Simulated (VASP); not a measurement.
# SrO (P6_3/mmc) in VASP: further runs

Aim: see how the results for SrO move with the level of theory and the settings. Levels: r2SCAN, PBE. Tasks: single point, relaxation of cell and atoms.

All numbers are computed with VASP 6.6.1; they aren't measurements. Logs are shortened: lines on timing, memory, paths and dates and some standing lists are left out, and cuts for length are marked.

## Step 1: The cell of the first run

It takes space group P6_3/mmc (No. 194, hexagonal). The conventional cell has a = 3.577 Å, b = 3.577 Å, c = 6.243 Å, α = 90.00°, β = 90.00°, γ = 120.00°. Sr (site symmetry -6m2) has 6 O at 2.59 Å within 3.4 Å. O (site symmetry -3m) has 6 Sr at 2.59 Å and 2 O at 3.12 Å within 3.4 Å.

## Step 2: Single point, r2SCAN

POSCAR

```
SrO
1.0
    3.5767932952      0.0000000000      0.0000000000
   -1.7883966476      3.0975938577      0.0000000000
    0.0000000000      0.0000000000      6.2429729757
Sr O
2 2
Direct
    0.3333333333      0.6666666667      0.2500000000
    0.6666666667      0.3333333333      0.7500000000
    0.0000000000      0.0000000000      0.0000000000
    0.0000000000      0.0000000000      0.5000000000
```

INCAR.step1

```
SYSTEM = SrO
ALGO = Normal
EDIFF = 1E-4
ENCUT = 520
GGA = PE
ISMEAR = 0
LASPH = .TRUE.
LCHARG = .FALSE.
LREAL = .FALSE.
LWAVE = .TRUE.
NBANDS = 24
NELM = 100
PREC = Accurate
SIGMA = 0.02
```

INCAR.step2

```
SYSTEM = SrO
ALGO = Normal
EDIFF = 1E-6
ENCUT = 520
ISIF = 2
ISMEAR = 0
ISTART = 1
LASPH = .TRUE.
LCHARG = .TRUE.
LELF = .TRUE.
LMIXTAU = .TRUE.
LREAL = .FALSE.
LVHAR = .TRUE.
LWAVE = .FALSE.
METAGGA = R2SCAN
NBANDS = 24
NELM = 100
PREC = Accurate
SIGMA = 0.02
```

KPOINTS

```
k-points
0
G
  9 9 4
  0 0 0
```

Potentials or basis: VASP PAW PBE potentials, release 64 (Sr_sv, O).

On the command line:

```bash
cat potpaw_PBE.64/Sr_sv/POTCAR potpaw_PBE.64/O/POTCAR > POTCAR
cp INCAR.step1 INCAR
mpirun -np 1 vasp_std > vasp.out
cp INCAR.step2 INCAR
mpirun -np 1 vasp_std > vasp.out
```

OUTCAR:

```text
SYSTEM = SrO
   EDIFF = 1E-6
   ENCUT = 520
   ISIF = 2
   ISMEAR = 0
   ISTART = 1
   LASPH = .TRUE.
   LREAL = .FALSE.
   METAGGA = R2SCAN
   NELM = 100
   PREC = Accurate

 ion  position               nearest neighbor table
   1  0.333  0.667  0.250-   3 2.59   4 2.59   3 2.59   4 2.59   3 2.59   4 2.59   2 3.74   2 3.74
                             2 3.74   2 3.74   2 3.74   2 3.74
   2  0.667  0.333  0.750-   3 2.59   4 2.59   3 2.59   4 2.59   3 2.59   4 2.59   1 3.74   1 3.74
                             1 3.74   1 3.74   1 3.74   1 3.74
   3  0.000  0.000  0.000-   1 2.59   2 2.59   1 2.59   2 2.59   2 2.59   1 2.59
   4  0.000  0.000  0.500-   1 2.59   2 2.59   1 2.59   2 2.59   2 2.59   1 2.59

  LATTYP: Found a hexagonal cell.
 ALAT       =     3.5767932952
 C/A-ratio  =     1.7454106124

  Lattice vectors:

 A1 = (   3.5767932952,   0.0000000000,   0.0000000000)
 A2 = (  -1.7883966476,   3.0975938577,   0.0000000000)
 A3 = (   0.0000000000,   0.0000000000,   6.2429729757)

Analysis of symmetry for initial positions (statically):
=====================================================================
 Subroutine PRICEL returns:
 Original cell was already a primitive cell.

 Routine SETGRP: Setting up the symmetry group for a
 hexagonal supercell.

 Subroutine GETGRP returns: Found 24 space group operations
 (whereof 12 operations were pure point group operations)
 out of a pool of 24 trial point group operations.

The static configuration has the point symmetry D_3d.
 The point group associated with its full space group is D_6h.

Analysis of symmetry for dynamics (positions and initial velocities):
=====================================================================
 Subroutine PRICEL returns:
 Original cell was already a primitive cell.

 Routine SETGRP: Setting up the symmetry group for a
 hexagonal supercell.

 Subroutine GETGRP returns: Found 24 space group operations
 (whereof 12 operations were pure point group operations)
 out of a pool of 24 trial point group operations.

The dynamic configuration has the point symmetry D_3d.
 The point group associated with its full space group is D_6h.

 Subroutine INISYM returns: Found 24 space group operations
 (whereof 12 operations are pure point group operations),
[... 95 lines left out ...]
   LNONCOLLINEAR =      F non collinear calculations
   LSORBIT =      F    spin-orbit coupling
   LASPH  =      T    aspherical Exc in radial PAW
   ENCUT  =  520.0 eV  38.22 Ry    6.18 a.u.   6.65  6.65 11.61*2*pi/ulx,y,z
   NELM   =    100;   NELMIN=  2; NELMDL=  0     # of ELM steps
   EDIFF  = 0.1E-05   stopping-criterion for ELM
   LREAL  =      F    real-space projection
   EDIFFG = 0.1E-04   stopping-criterion for IOM
   NSW    =      0    number of steps for IOM
   IBRION =     -1    ionic relax: 0-MD 1-quasi-New 2-CG
   NFREE  =      0    steps in history (QN), initial steepest desc. (CG)
   ISIF   =      2    stress and relaxation
   ISYM   =      2    0-nonsym 1-usesym 2-fastsym
   POTIM  = 0.5000    time-step for ionic-motion
   TEBEG  =    0.0;   TEEND  =   0.0 temperature during run
   PSTRESS=    0.0 pullay stress
   NELECT =      32.0000    total number of electrons
   NUPDOWN=      -1.0000    fix difference up-down
   EMIN   =  10.00;   EMAX   =-10.00  energy-range for DOS
   EFERMI =   0.00;   METHOD = LEGACY
   ISMEAR =     0;   SIGMA  =   0.02  broadening in eV -4-tet -1-fermi 0-gaus
   EFERMI_NEDOS =   21; number of points for ismear=-14 and -15
   IALGO  =     38    algorithm
   IMIX   =      4    mixing-type and parameters
     AMIX     =   0.40;   BMIX     =  1.00
     AMIX_MAG =   1.60;   BMIX_MAG =  1.00
  volume/ion in A,a.u.               =      17.29       116.69
  Fermi-wavevector in a.u.,A,eV,Ry     =   1.266159  2.392693 21.812296  1.603159
  Thomas-Fermi vector in A             =   2.399374
   LORBIT       =      0    0 simple, 1 ext, 2 COOP (PROOUT), +10 PAW based schemes
   METAGGA = R2SCAN    functional components
   LHFCALC =     F    Hartree Fock is set to
   AEXX    =    0.0000 exact exchange contribution
   IVDW    =     0    specifies the selected vdW correction
   LEPSILON=     F    determine dielectric tensor
   LRPA    =     F    only Hartree local field effects (RPA)
 non-spin polarized calculation
 Gauss-broadening in eV      SIGMA  =   0.02
  energy-cutoff  :      520.00
  volume of cell :       69.17
 maximum number of plane-waves:      1895
 NGX is ok and might be reduce to    28
   NGX = 13   NGY = 13   NGZ = 23

 number of electron      32.0000009 magnetization

 Free energy of the ion-electron system (eV)
  ---------------------------------------------------
  ext. energy  EPLUGINS =         0.00000000
  ---------------------------------------------------
  free energy    TOTEN  =       -53.74260383 eV

  energy without entropy =      -53.74260383  energy(sigma->0) =      -53.74260383

 E-fermi :   1.9372     XC(G=0): -10.4870

 val. band max:        1.8340400907   @ k =   0.0000   0.0000   0.0000
 cond. band min:       5.3386510830   @ k =   0.4444   0.0000   0.0000
 fundamental gap:      3.5046109923
 Fermi energy:         1.9371802402

 k-point     1 :       0.0000    0.0000    0.0000
  band No.  band energies     occupation
      1     -32.3268      2.00000
      2     -32.2253      2.00000
      3     -15.9963      2.00000
      4     -14.6458      2.00000
      5     -13.4067      2.00000
      6     -13.4067      2.00000
[... 637 lines left out ...]
     23      12.0372      0.00000
     24      12.0372      0.00000

 [... further k-points ...]

------------------------ aborting loop because EDIFF is reached ----------------------------------------

  FORCE on cell =-STRESS in cart. coord.  units (eV):
  Direction    XX          YY          ZZ          XY          YZ          ZX
  --------------------------------------------------------------------------------------
  -------------------------------------------------------------------------------------
  Total       -0.6277721     -0.6277721     -0.5476512      0.0000000      0.0000000      0.0000000
  in kB      -14.5412854    -14.5412854    -12.6854207      0.0000000      0.0000000      0.0000000
  external PRESSURE =     -13.9226638 kB  Pullay stress =       0.0000000 kB

 VOLUME and BASIS-vectors are now :
 -----------------------------------------------------------------------------
  energy-cutoff  :      520.00
  volume of cell :       69.17
      direct lattice vectors                 reciprocal lattice vectors
     3.576793295  0.000000000  0.000000000     0.279580036  0.161415609  0.000000000
    -1.788396648  3.097593858  0.000000000     0.000000000  0.322831219  0.000000000
     0.000000000  0.000000000  6.242972976     0.000000000  0.000000000  0.160180094

 POSITION                                       TOTAL-FORCE (eV/Angst)
 -----------------------------------------------------------------------------------
     -0.00000      2.06506      1.56074         0.000000      0.000000      0.000000
      1.78840      1.03253      4.68223        -0.000000     -0.000000     -0.000000
      0.00000      0.00000      0.00000        -0.000000      0.000000     -0.000000
      0.00000      0.00000      3.12149         0.000000      0.000000     -0.000000
 -----------------------------------------------------------------------------------
    total drift:                               -0.000000      0.000000     -0.000000

  FREE ENERGIE OF THE ION-ELECTRON SYSTEM (eV)
  ---------------------------------------------------
  free  energy   TOTEN  =       -53.7426038322 eV

  energy  without entropy=      -53.7426038322  energy(sigma->0) =      -53.74260383
```

OUTCAR.step1:

```text
SYSTEM = SrO
   EDIFF = 1E-4
   ENCUT = 520
   GGA = PE
   ISMEAR = 0
   LASPH = .TRUE.
   LREAL = .FALSE.
   NELM = 100
[... 880 lines left out ...]
      1.78840      1.03253      4.68223        -0.000000      0.000000     -0.000000
      0.00000      0.00000      0.00000         0.000000     -0.000000     -0.000000
      0.00000      0.00000      3.12149         0.000000     -0.000000     -0.000000
 -----------------------------------------------------------------------------------
    total drift:                               -0.000000      0.000000     -0.000000

  FREE ENERGIE OF THE ION-ELECTRON SYSTEM (eV)
  ---------------------------------------------------
  free  energy   TOTEN  =       -23.7479621783 eV

  energy  without entropy=      -23.7479621783  energy(sigma->0) =      -23.74796218
```

OSZICAR.step1:

```text
N       E                     dE             d eps       ncg     rms          rms(c)
DAV:   1     0.170120795225E+03    0.17012E+03   -0.16035E+04  1728   0.126E+03
DAV:   2    -0.181463666463E+02   -0.18827E+03   -0.17701E+03  2456   0.283E+02
DAV:   3    -0.281547916336E+02   -0.10008E+02   -0.99444E+01  2656   0.572E+01
DAV:   4    -0.284097451562E+02   -0.25495E+00   -0.25488E+00  2272   0.726E+00
DAV:   5    -0.284115409301E+02   -0.17958E-02   -0.17957E-02  2416   0.716E-01    0.221E+01
DAV:   6    -0.239585081830E+02    0.44530E+01   -0.19726E+01  1856   0.244E+01    0.263E+01
DAV:   7    -0.238218036376E+02    0.13670E+00   -0.15404E+00  2488   0.666E+00    0.173E+01
DAV:   8    -0.237593193995E+02    0.62484E-01   -0.62650E-01  1784   0.522E+00    0.194E+00
DAV:   9    -0.237448638259E+02    0.14456E-01   -0.68420E-02  2568   0.177E+00    0.496E-01
DAV:  10    -0.237473113814E+02   -0.24476E-02   -0.73705E-03  2096   0.480E-01    0.195E-01
DAV:  11    -0.237478730640E+02   -0.56168E-03   -0.16299E-03  2000   0.224E-01    0.398E-02
DAV:  12    -0.237479621783E+02   -0.89114E-04   -0.18212E-04  1888   0.749E-02
   1 F= -.23747962E+02 E0= -.23747962E+02  d E =-.275756E-25
```

Run time: 4.3 min. Hardware: 1 thread of Intel Xeon Platinum 8259CL at 2.50GHz (Skylake/Cascade Lake), shared host; peak memory 0.22 GiB.

What came out:

```yaml
Free_energy: -53.7426 eV
Pressure: -1.4 GPa
Band_gap_on_the_k_mesh: 3.50 eV, indirect (least direct gap 3.55 eV)
```

Caveat: the PAW data sets were made with another functional, which shifts forces and pressure a little. r2SCAN opens gaps a little over a GGA but as a rule still falls short of measured ones.

## Step 3: Relaxation of cell and atoms, PBE

This run uses another cell than the first one, of 17.00 Å³/atom, 0.983 times its volume.

INCAR

```
SYSTEM = SrO
PREC = Accurate
ENCUT = 600
EDIFF = 1E-6
ISMEAR = 0
SIGMA = 0.02
LREAL = .FALSE.
LASPH = .TRUE.
NELM = 80
ALGO = Normal
ISIF = 3
LWAVE = .FALSE.
LCHARG = .FALSE.
GGA = PE
IBRION = 2
NSW = 100
EDIFFG = -0.005
```

KPOINTS

```
regular mesh
0
G
  9 9 4
  0 0 0
```

POSCAR

```
SrO
1.0
    3.5532880902      0.0000000000      0.0000000000
   -1.7766440451      3.0772377531      0.0000000000
    0.0000000000      0.0000000000      6.2173039800
Sr O
2 2
Direct
    0.3333333300      0.6666666700      0.2500000000
    0.6666666700      0.3333333300      0.7500000000
    0.0000000000      0.0000000000      0.0000000000
    0.0000000000      0.0000000000      0.5000000000
```

Potentials or basis: VASP PAW PBE potentials, release 64 (Sr_sv, O).

On the command line:

```bash
cat potpaw_PBE.64/Sr_sv/POTCAR potpaw_PBE.64/O/POTCAR > POTCAR
mpirun -np 1 vasp_std > vasp.out
```

It took 3.5 min on 1 thread of Intel Xeon Platinum 8259CL at 2.50GHz (Skylake/Cascade Lake), shared host; peak memory 0.23 GiB.

The run converged. Its results:

* Free energy: -23.7504 eV
* Relaxed volume: 17.39 Å³/atom
* Relaxed cell: a = 3.585 Å, b = 3.585 Å, c = 6.253 Å, α = 90.00°, β = 90.00°, γ = 120.00°
* Space group after relaxing (to 0.05 Å): P6_3/mmc (No. 194)
* Energy gained by relaxing: 2.3 meV/atom
* Ionic steps: 6
* Pressure after relaxing: 0.0 GPa
* Band gap on the k mesh: 2.94 eV, direct

The path:
```csv
step,energy change (eV),largest force (eV/Å),pressure (GPa),volume (Å³)
1,0.0000,0.0000,1.93,67.98
2,-0.0084,0.0000,-0.55,70.02
3,-0.0092,0.0000,-0.01,69.54
4,-0.0092,0.0000,-0.02,69.57
5,-0.0093,0.0000,-0.04,69.58
6,-0.0093,0.0000,-0.03,69.58
```

Final structure:
```
CELL_PARAMETERS angstrom
3.58456 0.00000 0.00000
-1.79228 3.10432 0.00000
0.00000 0.00000 6.25284
ATOMIC_POSITIONS crystal
Sr 0.33333 0.66667 0.25000
Sr 0.66667 0.33333 0.75000
O 0.00000 0.00000 0.00000
O 0.00000 0.00000 0.50000
```

Levels at points of the mesh, in eV from the valence-band top:
```tsv
k point	band 13	band 14	band 15	band 16	band 17	band 18	band 19	band 20
(0.00, 0.00, 0.00)	-1.01	-0.76	-0.76	0.00	2.94	4.95	5.11	6.11
(0.00, 0.00, 0.50)	-0.91	-0.91	-0.91	-0.91	4.56	4.56	5.85	5.85
```

## Step 4: Single point, PBE, non-collinear spin, zero start, spin-orbit coupling

INCAR

```
ALGO = Normal
EDIFF = 1E-7
ENCUT = 520
GGA = PE
GGA_COMPAT = False
ISIF = 2
ISMEAR = 0
LASPH = True
LCHARG = False
LNONCOLLINEAR = True
LORBIT = 11
LORBMOM = True
LREAL = False
LSORBIT = True
LWAVE = False
MAGMOM = 0 0 0 0 0 0 0 0 0 0 0 0
NBANDS = 46
NELM = 150
PREC = Accurate
SIGMA = 0.02
```

KPOINTS

```
k-points
0
Gamma
  9 9 4
```

POSCAR

```
SrO
1.0
    3.5767932952      0.0000000000      0.0000000000
   -1.7883966476      3.0975938577      0.0000000000
    0.0000000000      0.0000000000      6.2429729757
Sr O
2 2
Direct
    0.3333333333      0.6666666667      0.2500000000
    0.6666666667      0.3333333333      0.7500000000
    0.0000000000      0.0000000000      0.0000000000
    0.0000000000      0.0000000000      0.5000000000
```

On the command line:

```bash
cat potpaw_PBE.64/Sr_sv/POTCAR potpaw_PBE.64/O/POTCAR > POTCAR
mpirun -np 1 vasp_ncl > vasp.out
```

Run time: 6.6 min. Hardware: 1 thread of Intel Xeon Platinum 8259CL at 2.50GHz (Skylake/Cascade Lake), shared host; peak memory 0.43 GiB.

The run converged. Its results:

* Free energy: -23.9226 eV
* Pressure: 0.5 GPa
* Net moment: 0.00 μB per cell
* Valence electrons inside the program's atomic spheres: Sr 8.10; O 4.96

Moments on the atoms (μB; x, y, z):
```
Sr  0.00 0.00 0.00
Sr  0.00 0.00 0.00
O   0.00 0.00 0.00
O   0.00 0.00 0.00
```

## Step 5: Overview

| task | level | spin | cell | cutoff (eV) | gap on the mesh (eV) | pressure (GPa) |
| --- | --- | --- | --- | --- | --- | --- |
| single point | r2SCAN | off | a = 3.577, b = 3.577, c = 6.243 Å, angles 90.0, 90.0, 120.0°, 4 atoms | 520 | 3.50 | -1.4 |
| relaxation of cell and atoms | PBE | off | relaxed from a = 3.553, b = 3.553, c = 6.217 Å, angles 90.0, 90.0, 120.0°, 4 atoms | 600 | 2.94 | 0.0 |
| single point | PBE | non-collinear, zero start, SOC | a = 3.577, b = 3.577, c = 6.243 Å, angles 90.0, 90.0, 120.0°, 4 atoms | 520 | - | 0.5 |

Alike in all rows: potentials or basis VASP PAW PBE potentials, release 64 (Sr_sv, O); k mesh 9 × 9 × 4; smearing gaussian 0.02 eV.

Caveats: the PAW data sets were made with another functional, which shifts forces and pressure a little (some runs).

Absolute energies hang on the potentials; compare differences alone.
